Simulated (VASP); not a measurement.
# TePb (Fm-3m) in VASP: a series of runs, part 2 of 2

VASP 6.6.1. The steps go on from the part before.

## (4) Relaxation of cell and atoms, BLYP

This run uses another cell than the first one, of 33.73 Å³/atom, 0.883 times its volume.

The input, INCAR:

```
SYSTEM = TePb
PREC     = Accurate       ! precision mode
ENCUT    = 600            ! plane-wave cutoff, eV
EDIFF    = 1E-6           ! SCF threshold, eV
ISMEAR   = -1             ! smearing method
SIGMA    = 0.05           ! smearing width, eV
LREAL    = .False.        ! projectors in reciprocal space
LASPH    = .True.         ! aspherical terms in the spheres
NELM     = 100            ! most SCF steps
ALGO     = Normal         ! electronic algorithm
ISIF     = 3              ! what is computed and relaxed
LWAVE    = .False.        ! write WAVECAR
LCHARG   = .False.        ! write CHGCAR
GGA      = B5             ! functional
ALDAX    = 1.0          
AGGAX    = 1.0          
AGGAC    = 1.0          
ALDAC    = 0.0          
IBRION   = 2              ! ionic algorithm
NSW      = 60             ! ionic steps
EDIFFG   = -0.01          ! ionic threshold
```

The input, KPOINTS:

```
regular mesh
0
Gamma
  7 7 7
  0 0 0
```

The input, POSCAR:

```
TePb
1.0
    0.0000000000      3.2310000000      3.2310000000
    3.2310000000      0.0000000000      3.2310000000
    3.2310000000      3.2310000000      0.0000000000
Pb Te
1 1
Direct
    0.0000000000      0.0000000000      0.0000000000
    0.5000000000      0.5000000000      0.5000000000
```

Potentials or basis: VASP PAW PBE potentials, release 64 (Pb_d, Te).

The run is started by

```bash
cat potpaw_PBE.64/Pb_d/POTCAR potpaw_PBE.64/Te/POTCAR > POTCAR
mpirun -np 1 vasp_std > vasp.out
```

OUTCAR:

```text
SYSTEM = TePb
   PREC = Accurate
   ENCUT = 600
   EDIFF = 1E-6
   ISMEAR = -1
   LREAL = .False.
   LASPH = .True.
   NELM = 100
   ISIF = 3
   GGA = B5
   IBRION = 2
   NSW = 60
   EDIFFG = -0.01

 ion  position               nearest neighbor table
   1  0.000  0.000  0.000-   2 3.23   2 3.23   2 3.23   2 3.23   2 3.23   2 3.23
   2  0.500  0.500  0.500-   1 3.23   1 3.23   1 3.23   1 3.23   1 3.23   1 3.23

  LATTYP: Found a face centered cubic cell.
 ALAT       =     6.4620000000

  Lattice vectors:

 A1 = (   0.0000000000,   3.2310000000,   3.2310000000)
 A2 = (   3.2310000000,   0.0000000000,   3.2310000000)
 A3 = (   3.2310000000,   3.2310000000,   0.0000000000)

Analysis of symmetry for initial positions (statically):
=====================================================================
 Subroutine PRICEL returns:
 Original cell was already a primitive cell.

 Routine SETGRP: Setting up the symmetry group for a
 face centered cubic supercell.

 Subroutine GETGRP returns: Found 48 space group operations
[... 9 lines left out ...]

 Routine SETGRP: Setting up the symmetry group for a
 face centered cubic supercell.

 Subroutine GETGRP returns: Found 48 space group operations
[... 11 lines left out ...]
                                     Primitive cell

  volume of cell :      67.4592

  direct lattice vectors                    reciprocal lattice vectors
     0.000000000  3.231000000  3.231000000    -0.154750851  0.154750851  0.154750851
     3.231000000  0.000000000  3.231000000     0.154750851 -0.154750851  0.154750851
     3.231000000  3.231000000  0.000000000     0.154750851  0.154750851 -0.154750851

  length of vectors
     4.569324020  4.569324020  4.569324020     0.268036337  0.268036337  0.268036337

  position of ions in fractional coordinates (direct lattice)
     0.000000000  0.000000000  0.000000000
     0.500000000  0.500000000  0.500000000

  ion indices of the primitive-cell ions
   primitive index   ion index
                 1           1
                 2           2

----------------------------------------------------------------------------------------

 KPOINTS: regular mesh

Automatic generation of k-mesh.
[... 74 lines left out ...]
   EMIN   =  10.00;   EMAX   =-10.00  energy-range for DOS
   EFERMI =   0.00;   METHOD = LEGACY
   ISMEAR =    -1;   SIGMA  =   0.05  broadening in eV -4-tet -1-fermi 0-gaus
   EFERMI_NEDOS =   21; number of points for ismear=-14 and -15
   IALGO  =     38    algorithm
   IMIX   =      4    mixing-type and parameters
     AMIX     =   0.40;   BMIX     =  1.00
     AMIX_MAG =   1.60;   BMIX_MAG =  1.00
  volume/ion in A,a.u.               =      33.73       227.62
  Fermi-wavevector in a.u.,A,eV,Ry     =   1.091619  2.062861 16.213147  1.191633
  Thomas-Fermi vector in A             =   2.227868
   LORBIT       =      0    0 simple, 1 ext, 2 COOP (PROOUT), +10 PAW based schemes
   GGA     = B5    functional components
   LHFCALC =     F    Hartree Fock is set to
   AEXX    =    0.0000 exact exchange contribution
   IVDW    =     0    specifies the selected vdW correction
   LEPSILON=     F    determine dielectric tensor
   LRPA    =     F    only Hartree local field effects (RPA)
 conjugate gradient relaxation of ions
 non-spin polarized calculation
  energy-cutoff  :      600.00
  volume of cell :       67.46
 maximum number of plane-waves:      2259
 NGX is ok and might be reduce to    40
   NGX = 19   NGY = 19   NGZ = 19

--------------------------------------- Ionic step        1  -------------------------------------------

 number of electron      19.9999998 magnetization

 Free energy of the ion-electron system (eV)
  ---------------------------------------------------
  ext. energy  EPLUGINS =         0.00000000
  ---------------------------------------------------
  free energy    TOTEN  =        -6.25203220 eV

  energy without entropy =       -6.25203090  energy(sigma->0) =       -6.25203155

 E-fermi :   6.5402     XC(G=0):  -8.6997

 val. band max:        5.9940150973   @ k =   0.4286   0.0000   0.0000
 cond. band min:       7.0750282210   @ k =   0.4286   0.0000   0.0000
 fundamental gap:      1.0810131237
 Fermi energy:         6.5402020648

 k-point     1 :       0.0000    0.0000    0.0000
  band No.  band energies     occupation
      1     -10.6542      2.00000
      2     -10.6542      2.00000
      3     -10.6404      2.00000
      4     -10.6404      2.00000
      5     -10.6404      2.00000
      6      -5.9471      2.00000
      7       0.3694      2.00000
      8       4.7203      2.00000
      9       4.7203      2.00000
     10       4.7203      2.00000
     11      10.0785      0.00000
     12      10.0785      0.00000
     13      10.0785      0.00000
     14      12.0903      0.00000
[... 392 lines left out ...]
--------------------------------------- Ionic step        3  -------------------------------------------

 number of electron      19.9999998 magnetization

 Free energy of the ion-electron system (eV)
  ---------------------------------------------------
  ext. energy  EPLUGINS =         0.00000000
  ---------------------------------------------------
  free energy    TOTEN  =        -6.39241755 eV

  energy without entropy =       -6.39241695  energy(sigma->0) =       -6.39241725

 E-fermi :   5.0941     XC(G=0):  -8.1659

 val. band max:        4.4693401022   @ k =   0.4286   0.0000   0.0000
 cond. band min:       5.6730221637   @ k =   0.4286   0.0000   0.0000
 fundamental gap:      1.2036820615
 Fermi energy:         5.0941299874

 k-point     1 :       0.0000    0.0000    0.0000
  band No.  band energies     occupation
      1     -12.0414      2.00000
      2     -12.0414      2.00000
      3     -12.0360      2.00000
      4     -12.0360      2.00000
      5     -12.0360      2.00000
      6      -6.5438      2.00000
      7      -1.4833      2.00000
      8       3.6172      2.00000
      9       3.6172      2.00000
     10       3.6172      2.00000
     11       8.3463      0.00000
     12       8.3463      0.00000
     13       8.3463      0.00000
     14      10.7898      0.00000
[... 350 lines left out ...]
  FREE ENERGIE OF THE ION-ELECTRON SYSTEM (eV)
  ---------------------------------------------------
  free  energy   TOTEN  =        -6.3924175510 eV

  energy  without entropy=       -6.3924169503  energy(sigma->0) =       -6.39241725

 reached required accuracy - stopping structural energy minimisation
```

OSZICAR:

```text
N       E                     dE             d eps       ncg     rms          rms(c)
DAV:   1     0.165901545088E+03    0.16590E+03   -0.99904E+03   560   0.153E+03
DAV:   2     0.579259407322E+01   -0.16011E+03   -0.15705E+03   590   0.360E+02
DAV:   3    -0.612185500287E+01   -0.11914E+02   -0.11801E+02   752   0.103E+02
[... 24 lines left out ...]
DAV:   4    -0.639234507664E+01   -0.19789E-03   -0.24362E-03   560   0.473E-01    0.136E-01
DAV:   5    -0.639241766609E+01   -0.72589E-04   -0.56752E-04   608   0.197E-01    0.310E-02
DAV:   6    -0.639241989603E+01   -0.22299E-05   -0.32618E-05   714   0.857E-02    0.105E-02
DAV:   7    -0.639241754715E+01    0.23489E-05   -0.39275E-06   584   0.141E-02    0.153E-03
DAV:   8    -0.639241755096E+01   -0.38108E-08   -0.12083E-07   292   0.453E-03
   3 F= -.63924176E+01 E0= -.63924173E+01  d E =-.140385E+00
```

Run time: 2.1 min. Hardware: 1 thread of Intel Xeon 6975P-C, shared host; peak memory 0.25 GiB.

What came out:

```yaml
Free_energy: -6.3924 eV
Relaxed_volume: 38.29 Å³/atom
Relaxed_cell: a = 4.767 Å, b = 4.767 Å, c = 4.767 Å, α = 60.00°, β = 60.00°, γ = 60.00°
Space_group_after_relaxing_to_0.05_Å: Fm-3m (No. 225)
Energy_gained_by_relaxing: 70.2 meV/atom
Ionic_steps: 3
Pressure_after_relaxing: 0.0 GPa
```

The path:
```tsv
step	energy change (eV)	largest force (eV/Å)	pressure (GPa)	volume (Å³)
1	0.0000	0.0000	5.50	67.46
2	-0.1311	0.0000	-1.07	79.40
3	-0.1404	0.0000	0.03	76.58
```

Final structure:
```yaml
crystal:
  lattice:
    - [0.00000, 3.37047, 3.37047]
    - [3.37047, 0.00000, 3.37047]
    - [3.37047, 3.37047, 0.00000]
  atoms:
    - { symbol: Pb, position: [0.00000, 0.00000, 0.00000] }
    - { symbol: Te, position: [0.50000, 0.50000, 0.50000] }
```

Levels at points of the mesh, in eV from the Fermi level:
```csv
k point,band 7,band 8,band 9,band 10,band 11,band 12,band 13,band 14
"(0.00, 0.00, 0.00)",-6.58,-1.48,-1.48,-1.48,3.25,3.25,3.25,5.70
```

Caveat: this odd mesh misses L, where the gap lies, so gap, dielectric constants and Born charges aren't listed; the PAW data sets were made with another functional, which shifts forces and pressure a little; spin-orbit coupling is left out, which moves the levels of the heavy elements; the volume moved by +14 % from the deposited cell, more than functionals usually miss.

## (5) The runs side by side

| task | level | cell | cutoff (eV) | pressure (GPa) |
| --- | --- | --- | --- | --- |
| single point | BLYP | a = 4.763 Å, angles 60.0°, 2 atoms | 520 | 0.1 |
| single point | r2SCAN+D3(BJ) | a = 4.590 Å, angles 60.0°, 2 atoms | 520 | 0.0 |
| relaxation of cell and atoms | BLYP | relaxed from a = 4.569 Å, angles 60.0°, 2 atoms | 600 | 0.0 |

Alike in all rows: potentials or basis VASP PAW PBE potentials, release 64 (Pb_d, Te); no spin polarisation; k mesh 7 × 7 × 7; smearing fermi-dirac 0.05 eV.

Caveats: the PAW data sets were made with another functional, which shifts forces and pressure a little; spin-orbit coupling is left out, which moves the levels of the heavy elements; the volume moved by +14 % from the deposited cell, more than functionals usually miss (some runs).

Absolute energies hang on the potentials; compare differences alone.
